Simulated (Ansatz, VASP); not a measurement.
# SiC in VASP and in Ansatz

File INCAR:

```
SYSTEM = SiC
  PREC = Accurate
  ENCUT = 520
  EDIFF = 1E-7
  ISMEAR = 0
  SIGMA = 0.01
  LREAL = .FALSE.
  LASPH = .TRUE.
  NELM = 80
  ALGO = Normal
  ISIF = 2
  LWAVE = .FALSE.
  LCHARG = .FALSE.
  GGA = PE
  NBANDS = 26
```

Contents of KPOINTS:

```
Automatic mesh
0
G
  9 9 2
  0 0 0
```

File POSCAR:

```
SiC
1.0
    3.0308699418      0.0000000000      0.0000000000
   -1.5154349709      2.6248103651      0.0000000000
    0.0000000000      0.0000000000      9.9222913438
Si C
4 4
Direct
    0.0000000000      0.0000000000     -0.0001500102
    0.3333333333      0.6666666667      0.2499054348
    0.0000000000      0.0000000000      0.4998499898
    0.6666666667      0.3333333333      0.7499054348
    0.0000000000      0.0000000000      0.1873051250
    0.3333333333      0.6666666667      0.4379394504
    0.0000000000      0.0000000000      0.6873051250
    0.6666666667      0.3333333333      0.9379394504
```

Input for Ansatz:

```yaml
crystal:
  lattice:
    - [3.0308699418, 0.0, 0.0]
    - [-1.5154349709, 2.6248103651, 0.0]
    - [0.0, 0.0, 9.9222913438]
  atoms:
    - { symbol: Si, position: [0.0, 0.0, -0.0001500102] }
    - { symbol: Si, position: [0.3333333333, 0.6666666667, 0.2499054348] }
    - { symbol: Si, position: [0.0, 0.0, 0.4998499898] }
    - { symbol: Si, position: [0.6666666667, 0.3333333333, 0.7499054348] }
    - { symbol: C, position: [0.0, 0.0, 0.187305125] }
    - { symbol: C, position: [0.3333333333, 0.6666666667, 0.4379394504] }
    - { symbol: C, position: [0.0, 0.0, 0.687305125] }
    - { symbol: C, position: [0.6666666667, 0.3333333333, 0.9379394504] }
kpoints:
  mp_grid: { grid: [9, 9, 2] }
hamiltonian:
  xc: pbe
scf:
  occupations: { method: fixed }
  n_extra_bands: 6
output:
  forces: true
  stress: true
  eigenvalues: true
```

Alike in both runs: task single point; functional PBE; k mesh 9 × 9 × 2; no spin polarisation.

|  | VASP | Ansatz |
| --- | --- | --- |
| version | VASP 6.6.1 | Ansatz 0.2.0 |
| potentials or method | VASP PAW PBE potentials, release 64 (Si, C) | plane waves, PAW |
| plane-wave cutoff (eV) | 520 | 420 |
| occupations | gaussian, width 0.01 eV | fixed |
| valence electrons in the cell | 32 | 32 |

```tsv
	VASP	Ansatz	Ansatz less VASP
gap on the k mesh at the Fermi level (eV)	2.35	2.36	+0.001
pressure (GPa)	14.8	14.9	+0.09
traceless stress, the component that is largest in VASP (GPa)	-0.13	-0.13	-0.006
rms of the force components (eV/Å)	0.006	0.006	+0.0005
```

Atom by atom the forces differ by 0.001 eV/Å (rms over components).
